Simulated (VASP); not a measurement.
Runs of VASP 6.6.1 on Si. The structure is that of space group Fd-3m (No. 227), or close to it. The cells are those of the table. 

```csv
cell,gap on the mesh (eV),pressure (GPa)
"a = 3.660 Å, angles 60.0°, 2 atoms",0.20,16.2
"a = 3.820 Å, angles 60.0°, 2 atoms",0.44,0.0
"a = 3.185 Å, angles 60.0°, 2 atoms",none,152.1
"a = 3.516 Å, angles 60.0°, 2 atoms",none,(b)
"a = 3.032 Å, angles 60.0°, 2 atoms",none,(a)
"a = 3.359 Å, angles 60.0°, 2 atoms",none,80.4
"a = 2.883 Å, angles 60.0°, 2 atoms",none,398.4
```

Alike in all rows: task single point; level LDA; potentials or basis VASP PAW LDA potentials, release 64 (Si); no spin polarisation; k mesh 12 × 12 × 12; cutoff (eV) 520; smearing fermi-dirac 0.08 eV.

Q: Estimate the missing entries.

A: (a) 251.9; (b) 39.9.

A k mesh can miss the band edges.

A gap of «none» marks levels without a gap at the run's occupations.
